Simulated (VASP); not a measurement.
Write the native input for VASP 6.6.1 that does the following.

```
Task                   : single point
Functional             : PBE
Potentials or basis    : VASP PAW PBE potentials, release 64 (Pb_d)
Cutoff                 : 520 eV
k mesh                 : 12 × 12 × 12
Occupations            : gaussian, width 0.05 eV
Spin                   : no spin polarisation
Dipole correction      : no
Further INCAR settings : ALGO = Fast; EDIFF = 1e-06; NBANDS = 13
```

The structure of Pb lies in POSCAR:

```
Pb
1.0
    0.0000000000      2.4750200000      2.4750200000
    2.4750200000      0.0000000000      2.4750200000
    2.4750200000      2.4750200000      0.0000000000
Pb
1
Direct
    0.0000000000      0.0000000000      0.0000000000
```

One way to write it, as run:

INCAR

```
  PREC = Accurate
  ENCUT = 520
  EDIFF = 1E-6
  ISMEAR = 0
  SIGMA = 0.05
  LREAL = F
  LASPH = T
  NELM = 100
  ALGO = Fast
  ISIF = 2
  LWAVE = F
  LCHARG = F
  GGA = PE
  NBANDS = 13
```

KPOINTS

```
Automatic mesh
0
Gamma
  12 12 12
```

Potentials or basis: VASP PAW PBE potentials, release 64 (Pb_d).

Launch:

```sh
$ cat potpaw_PBE.64/Pb_d/POTCAR > POTCAR
$ mpirun -np 1 vasp_std > vasp.out
```

Results of the run:

```yaml
Pressure: 2.7 GPa
Band_gap_on_the_k_mesh: zero (band 7 reaches 14.70 eV, above the bottom of band 8 at 5.74 eV)
```

Caveat: spin-orbit coupling is left out, which moves the levels of the heavy elements.

Wall time 29 s on 1 thread of Intel(R) Xeon(R) Platinum 8259CL CPU @ 2.50GHz (Skylake/Cascade Lake), on a shared host, peak memory 0.17 GiB.
